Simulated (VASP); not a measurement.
Input of a VASP 6.6.1 run:

Contents of INCAR:

```
ALGO = Normal ; EDIFF = 1E-6
ENCUT = 500 ; GGA = PS
GGA_COMPAT = F ; ISIF = 2
ISMEAR = -1 ; LASPH = T
LCHARG = T ; LELF = T
LREAL = F ; LVHAR = T
LWAVE = F ; NBANDS = 46
NELM = 120 ; PREC = Accurate
SIGMA = 0.03
```

The input KPOINTS:

```
k-points
0
Gamma
  9 9 2
```

Contents of POSCAR:

```
ZnS
1.0
    3.7846756569      0.0000000000      0.0000000000
   -1.8923378285      3.2776252640      0.0000000000
    0.0000000000      0.0000000000     12.3922479625
Zn S
4 4
Direct
    0.0000000000      0.0000000000      0.0001425598
    0.3333333333      0.6666666667      0.2500663681
    0.0000000000      0.0000000000      0.5001425598
    0.6666666667      0.3333333333      0.7500663681
    0.0000000000      0.0000000000      0.1872170734
    0.3333333333      0.6666666667      0.4375739987
    0.0000000000      0.0000000000      0.6872170734
    0.6666666667      0.3333333333      0.9375739987
```

Potentials or basis: VASP PAW PBE potentials, release 64 (Zn, S).

Run with:

```console
$ cat potpaw_PBE.64/Zn/POTCAR potpaw_PBE.64/S/POTCAR > POTCAR
$ mpirun -np 1 vasp_std > vasp.out
```

(1) Estimate the band gap on the k mesh.

(2) Predict the pressure.

Results:

(1) 2.13 eV.

(2) 0.2 GPa.

Caveat: the PAW data sets were made with another functional, which shifts forces and pressure a little.
